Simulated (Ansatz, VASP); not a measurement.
# Ni in VASP and in Ansatz

INCAR

```
SYSTEM = Ni
  PREC = Accurate
  ENCUT = 520
  EDIFF = 1E-6
  ISMEAR = -1
  SIGMA = 0.05
  LREAL = .FALSE.
  LASPH = .TRUE.
  NELM = 150
  ALGO = Normal
  ISIF = 2
  LWAVE = .FALSE.
  LCHARG = .FALSE.
  ISPIN = 2
  MAGMOM = 0.634
  LORBIT = 11
  LMAXMIX = 4
  GGA = RE
  NBANDS = 15
```

Contents of KPOINTS:

```
Automatic mesh
0
G
  15 15 15
  0 0 0
```

The input POSCAR:

```
Ni
1.0
    2.2827216342      0.0000000000      0.0000000000
    0.0000000000      2.2827216342      0.0000000000
    0.0000000000      0.0000000000      2.2827216342
Ni
1
Direct
    0.0000000000      0.0000000000      0.0000000000
```

Input for Ansatz:

```yaml
crystal:
  lattice:
    - [2.2827216342, 0.0, 0.0]
    - [0.0, 2.2827216342, 0.0]
    - [0.0, 0.0, 2.2827216342]
  atoms:
    - { symbol: Ni, position: [0.0, 0.0, 0.0], spin: 0.634 }
hamiltonian:
  xc: revpbe
  pseudopotentials:
    kind: paw
    azcp:
      Ni: "pseudopotentials/Ni.paw.azcp"
basis:
  ecutwfc: 420
  fft_grid_basis: typed
kpoints:
  mp_grid: { grid: [15, 15, 15], shift: [0, 0, 0] }
magnetization:
  spin_polarized: true
scf:
  occupations: { method: fermi_dirac, width: 0.05 }
  lower_state_search: "off"
output:
  stress: true
```

Alike in both runs: task single point; functional revPBE; k mesh 15 × 15 × 15; occupations fermi-dirac, width 0.05 eV; collinear spin.

```csv
,VASP,Ansatz
version,VASP 6.6.1,Ansatz 0.2.0
potentials or method,"VASP PAW PBE potentials, release 64 (Ni), cutoff 520 eV","plane waves (420 eV) with PAW, scalar-relativistic"
valence electrons in the cell,10,18
```

|  | VASP | Ansatz | Ansatz less VASP |
| --- | --- | --- | --- |
| pressure (GPa) | 13.1 | 13.3 | +0.21 |
| net moment per atom (μB) | 0.44 | 0.45 | +0.009 |
| size of the moment on the site where the two differ most (μB) | 0.44 | 0.46 | +0.019 |

VASP's potentials were made for PBE, not for revPBE. Site moments also hang on the region over which each program counts them. With one functional, cell and mesh, what is left measures potentials, basis and numerics. VASP's potentials hold 10 valence electrons a cell and Ansatz's 18, so a difference there can come from the potentials and not from the codes.
